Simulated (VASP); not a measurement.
# FeO (Fm-3m) in VASP: settings compared, part 3 of 3

VASP 6.6.1. Earlier steps stand in the parts before.

### 5 Single point, PBEsol, collinear spin, ferromagnetic start

The input, INCAR:

```
ALGO     = Normal         # electronic algorithm
EDIFF    = 1E-6           # SCF threshold, eV
ENCUT    = 600            # plane-wave cutoff, eV
GGA      = PS             # functional
GGA_COMPAT= False        
ISIF     = 2              # what is computed and relaxed
ISMEAR   = -1             # smearing method
ISPIN    = 2              # spin polarisation
LASPH    = True           # aspherical terms in the spheres
LCHARG   = True           # write CHGCAR
LELF     = True           # ELF
LMAXMIX  = 4              # l up to which the mixer works
LORBIT   = 11             # projections on sites
LREAL    = False          # projectors in reciprocal space
LVHAR    = True         
LWAVE    = False          # write WAVECAR
MAGMOM   = 3 0            # initial moments
NBANDS   = 18             # bands
NELM     = 200            # most SCF steps
PREC     = Accurate       # precision mode
SIGMA    = 0.05           # smearing width, eV
```

The input, KPOINTS:

```
k-points
0
Gamma
  6 6 6
```

The input, POSCAR:

```
FeO
1.0
    0.0000000000      2.1554001600      2.1554001600
    2.1554001600      0.0000000000      2.1554001600
    2.1554001600      2.1554001600      0.0000000000
Fe O
1 1
Direct
    0.0000000000      0.0000000000      0.0000000000
    0.5000000000      0.5000000000      0.5000000000
```

Run with:

```bash
> cat potpaw_PBE.64/Fe/POTCAR potpaw_PBE.64/O/POTCAR > POTCAR
> mpirun -np 1 vasp_std > vasp.out
```

Wall time 11 s (1 thread of Intel Xeon 6975P-C, shared host); peak memory 0.15 GiB.

Results (log left out):

* Free energy: -15.8367 eV
* Pressure: -8.2 GPa
* Band gap on the k mesh: zero (filled and empty bands overlap)
* Net moment: 4.01 μB per cell
* Site moments: Fe +3.62; O +0.30 μB
* Valence electrons inside the program's atomic spheres: Fe 6.74; O 4.96

Levels at points of the mesh, in eV from the Fermi level:
Spin up:
```csv
k point,band 5,band 6,band 7,band 8,band 9,band 10,band 11,band 12,band 13,band 14
"(0.00, 0.00, 0.00)",-3.84,-3.84,-3.84,-3.68,-3.68,-0.02,15.22,16.85,16.85,16.85
"(0.50, 0.00, 0.00)",-3.07,-3.07,-2.50,-0.33,-0.33,3.91,8.37,12.37,12.37,19.29
"(0.50, 0.50, 0.00)",-4.83,-3.28,-2.80,-2.80,-2.78,5.14,8.61,10.59,14.55,14.55
```
Spin down:
| k point | band 2 | band 3 | band 4 | band 5 | band 6 | band 7 | band 8 | band 9 |
| --- | --- | --- | --- | --- | --- | --- | --- | --- |
| (0.00, 0.00, 0.00) | -3.25 | -3.25 | -3.25 | -0.75 | -0.75 | -0.75 | 0.10 | 0.10 |
| (0.50, 0.00, 0.00) | -8.06 | -5.18 | -5.18 | 0.39 | 0.39 | 0.60 | 2.74 | 2.74 |
| (0.50, 0.50, 0.00) | -6.93 | -4.44 | -4.44 | -2.16 | 0.65 | 0.74 | 0.74 | 1.07 |

Caveat: the k points lie up to 0.42 Å⁻¹ apart; the PAW data sets were made with another functional, which shifts forces and pressure a little; a cell with one magnetic atom can't hold antiferromagnetic order, which such compounds often take; semilocal functionals often make such compounds metallic where correlation or magnetic order opens a gap, which also shifts bond lengths. With open d or f shells a metallic result of PBEsol can be an artefact of self-interaction; +U or a hybrid may open a gap.

### 6 Single point, RPBE, collinear spin, ferromagnetic start

The input, INCAR:

```
SYSTEM = FeO
PREC     = Accurate       ! precision mode
ENCUT    = 600            ! plane-wave cutoff, eV
EDIFF    = 1E-6           ! SCF threshold, eV
ISMEAR   = -1             ! smearing method
SIGMA    = 0.05           ! smearing width, eV
LREAL    = .FALSE.        ! projectors in reciprocal space
LASPH    = .TRUE.         ! aspherical terms in the spheres
NELM     = 200            ! most SCF steps
ALGO     = Normal         ! electronic algorithm
ISIF     = 2              ! what is computed and relaxed
LWAVE    = .FALSE.        ! write WAVECAR
LCHARG   = .FALSE.        ! write CHGCAR
ISPIN    = 2              ! spin polarisation
MAGMOM   = 3 0            ! initial moments
LORBIT   = 11             ! projections on sites
LMAXMIX  = 4              ! l up to which the mixer works
GGA      = RP             ! functional
NBANDS   = 18             ! bands
GGA_COMPAT= .FALSE.
```

The input, KPOINTS:

```
regular mesh
0
G
  6 6 6
  0 0 0
```

POSCAR is that of step 5.

Potentials or basis: VASP PAW PBE potentials, release 64 (Fe, O).

Run with:

```bash
> cat potpaw_PBE.64/Fe/POTCAR potpaw_PBE.64/O/POTCAR > POTCAR
> mpirun -np 1 vasp_std > vasp.out
```

It took 9.9 s on 1 thread of Intel Xeon 6975P-C, shared host; peak memory 0.15 GiB.

Results (log left out):

```yaml
Free_energy: -14.1191 eV
Pressure: 5.3 GPa
Band_gap_on_the_k_mesh: zero (filled and empty bands overlap)
Net_moment: 4.00 μB per cell
Site_moments: Fe +3.63; O +0.30 μB
Valence_electrons_inside_the_program's_atomic_spheres: Fe 6.72; O 5.01
```

Levels at points of the mesh, in eV from the Fermi level:
Spin up:
```tsv
k point	band 5	band 6	band 7	band 8	band 9	band 10	band 11	band 12	band 13	band 14
(0.00, 0.00, 0.00)	-3.83	-3.83	-3.83	-3.77	-3.77	0.09	15.49	17.03	17.03	17.03
(0.50, 0.00, 0.00)	-3.16	-3.16	-2.58	-0.42	-0.42	4.11	8.50	12.59	12.59	19.50
(0.50, 0.50, 0.00)	-4.85	-3.39	-2.91	-2.90	-2.90	5.32	8.78	10.76	14.77	14.77
```
Spin down:
| k point | band 2 | band 3 | band 4 | band 5 | band 6 | band 7 | band 8 | band 9 |
| --- | --- | --- | --- | --- | --- | --- | --- | --- |
| (0.00, 0.00, 0.00) | -3.28 | -3.28 | -3.28 | -0.74 | -0.74 | -0.74 | 0.23 | 0.23 |
| (0.50, 0.00, 0.00) | -8.01 | -5.16 | -5.16 | 0.38 | 0.38 | 0.58 | 2.80 | 2.80 |
| (0.50, 0.50, 0.00) | -6.91 | -4.45 | -4.45 | -2.11 | 0.72 | 0.72 | 0.77 | 1.16 |

Caveat: the k points lie up to 0.42 Å⁻¹ apart; the PAW data sets were made with another functional, which shifts forces and pressure a little; a cell with one magnetic atom can't hold antiferromagnetic order, which such compounds often take; semilocal functionals often make such compounds metallic where correlation or magnetic order opens a gap, which also shifts bond lengths.

### 7 The runs side by side

```csv
level,potentials or basis,k mesh,cutoff (eV),gap on the mesh (eV),pressure (GPa),moment (μB)
PBE,"VASP PAW PBE potentials, release 64 (Fe, O)",11 × 11 × 11,520,none,-0.2,4.00
LDA,"VASP PAW LDA potentials, release 64 (Fe, O)",6 × 6 × 6,600,none,-15.8,3.98
PBE,"VASP PAW PBE potentials, release 64 (Fe, O)",6 × 6 × 6,600,none,-0.2,4.00
PBEsol,"VASP PAW PBE potentials, release 64 (Fe, O)",6 × 6 × 6,600,none,-8.2,4.01
RPBE,"VASP PAW PBE potentials, release 64 (Fe, O)",6 × 6 × 6,600,none,5.3,4.00
```

Alike in all rows: task single point; spin collinear, ferromagnetic start; cell as given; smearing fermi-dirac 0.05 eV.

Caveats: some runs use coarse meshes; a cell with one magnetic atom can't hold antiferromagnetic order, which such compounds often take; semilocal functionals often make such compounds metallic where correlation or magnetic order opens a gap, which also shifts bond lengths; the PAW data sets were made with another functional, which shifts forces and pressure a little (some runs).

Absolute energies hang on the potentials; compare differences alone.

### 8 Comparison with measurements

Step 2. A measured gap of FeO is 2.4 eV (optical; quoted in “W\"ustite: Electric, thermodynamic and optical properties of FeO”, 2012, arxiv:1203.1201); the calculated 0.00 eV misses it by -2.40 eV. So large a miss can be the level of theory's own, or it may mean another phase, state or a wrong row. The value is that of PBE on a finite k mesh, which can miss the band edges, without temperature or zero-point motion. Semilocal functionals fall short of measured gaps as a rule. The run's magnetic order (collinear spin, ferromagnetic start) needn't be the measured crystal's.
